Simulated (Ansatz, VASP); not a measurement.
One calculation of Pb, two programs

```
CELL_PARAMETERS angstrom
0.00000 2.37101 2.27222
2.37101 0.00000 2.27222
2.37101 2.37101 0.00000
ATOMIC_POSITIONS crystal
Pb 0.00000 0.00000 0.00000
```

Change from the starting cell: strain -0.040 along x and y, -0.080 along z, atoms carried along.

Alike in both runs: task single point; functional PBE; k mesh 16 × 16 × 16; occupations gaussian, width 0.15 eV; no spin polarisation.

|  | VASP | Ansatz |
| --- | --- | --- |
| version | VASP 6.6.1 | Ansatz 0.2.0 |
| potentials or method | VASP PAW PBE potentials, release 64 (Pb_d), cutoff 520 eV | scalar-relativistic, plane waves, PAW |
| valence electrons in the cell | 14 | 14 |

Ansatz gave:

```
gap on the k mesh at the Fermi level (eV)                     : none
pressure (GPa)                                                : 15.4
traceless stress, the component that is largest in VASP (GPa) : 0.36
```

Problem. Estimate VASP's values.

Solution. gap on the k mesh at the Fermi level (eV): none; pressure (GPa): 15.3; traceless stress, the component that is largest in VASP (GPa): 0.37.

A gap of «none» marks a metal or a gap that the smearing closes.

Neither program's run includes spin-orbit coupling.
